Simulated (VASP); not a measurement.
Here is a VASP 6.6.1 calculation.

Contents of INCAR:

```
SYSTEM = PbS
  ALGO = Normal
  EDIFF = 1E-6
  ENCUT = 520
  ISIF = 2
  ISMEAR = -1
  LASPH = .TRUE.
  LCHARG = .TRUE.
  LELF = .TRUE.
  LREAL = .FALSE.
  LVHAR = .TRUE.
  LWAVE = .FALSE.
  NBANDS = 17
  NELM = 100
  PREC = Accurate
  SIGMA = 0.08
```

Contents of KPOINTS:

```
k-points
0
G
  12 12 12
  0 0 0
```

Contents of POSCAR:

```
PbS
1.0
    0.0000000000      2.7131642863      2.7131642863
    2.7131642863      0.0000000000      2.7131642863
    2.7131642863      2.7131642863      0.0000000000
Pb S
1 1
Direct
    0.0000000000      0.0000000000      0.0000000000
    0.5000000000      0.5000000000      0.5000000000
```

Potentials or basis: VASP PAW LDA potentials, release 64 (Pb_d, S).

Launch:

```console
$ cat potpaw_LDA.64/Pb_d/POTCAR potpaw_LDA.64/S/POTCAR > POTCAR
$ mpirun -np 1 vasp_std > vasp.out
```

Question: Estimate the pressure.

Answer: 23.3 GPa.

Question: Estimate the band gap on the k mesh.

Answer: 0.32 eV.

Caveat: the cell stands under pressure; spin-orbit coupling is left out, which moves the levels of the heavy elements. A k mesh can miss the band edges.
